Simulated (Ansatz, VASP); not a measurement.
# Lu: VASP beside Ansatz

File POSCAR:

```
Lu
1.0
    3.5048186286      0.0000000000      0.0000000000
   -1.7524093143      3.0352619680      0.0000000000
    0.0000000000      0.0000000000      5.4696750779
Lu
2
Direct
    0.3333333333      0.6666666667      0.2500000000
    0.6666666667      0.3333333333      0.7500000000
```

File INCAR.step1:

```
SYSTEM = Lu
PREC = Accurate
ENCUT = 520
ISMEAR = -1
SIGMA = 0.1
LREAL = .False.
LASPH = .True.
NELM = 80
NBANDS = 32
GGA = PE
ALGO = Normal
EDIFF = 1E-4
LWAVE = .True.
LCHARG = .False.
```

File INCAR.step2:

```
SYSTEM = Lu
PREC = Accurate
ENCUT = 520
EDIFF = 1E-6
ISMEAR = -1
SIGMA = 0.1
LREAL = .False.
LASPH = .True.
NELM = 80
ALGO = Normal
ISIF = 2
LWAVE = .False.
LCHARG = .False.
METAGGA = R2SCAN
LMIXTAU = .True.
NBANDS = 32
ISTART = 1
```

KPOINTS

```
Automatic mesh
0
Gamma
  10 10 6
  0 0 0
```

Input for Ansatz:

```yaml
crystal:
  lattice:
    - [3.5048186286, 0.0, 0.0]
    - [-1.7524093143, 3.035261968, 0.0]
    - [0.0, 0.0, 5.4696750779]
  atoms:
    - { symbol: Lu, position: [0.3333333333, 0.6666666667, 0.25] }
    - { symbol: Lu, position: [0.6666666667, 0.3333333333, 0.75] }
hamiltonian:
  xc: r2scan
  pseudopotentials:
    kind: paw
    azcp:
      Lu: "pseudopotentials/Lu.paw.azcp"
basis:
  ecutwfc: 500
  fft_grid_basis: typed
kpoints:
  mp_grid: { grid: [10, 10, 6], shift: [0, 0, 0] }
magnetization:
  spin_polarized: false
scf:
  occupations: { method: fermi_dirac, width: 0.1 }
  lower_state_search: "off"
output:
  stress: true
```

Alike in both runs: task single point; functional r2SCAN; k mesh 10 × 10 × 6; occupations fermi-dirac, width 0.1 eV; no spin polarisation.

|  | VASP | Ansatz |
| --- | --- | --- |
| version | VASP 6.6.1 | Ansatz 0.2.0 |
| potentials or method | VASP PAW PBE potentials, release 64 (Lu), cutoff 520 eV | plane waves (500 eV) with PAW, scalar-relativistic |
| valence electrons in the cell | 50 | 50 |

Ansatz gave:

```
pressure (GPa)                                                : 0.0
traceless stress, the component that is largest in VASP (GPa) : 0.02
```

Task: Estimate VASP's values.

Result: Pressure (GPa): 0.3; traceless stress, the component that is largest in VASP (GPa): 0.06.

VASP's potentials were made for PBE, not for r2SCAN. The functional is the same, so the differences come from potentials, cutoffs and numerics.

Spin-orbit coupling is off throughout.
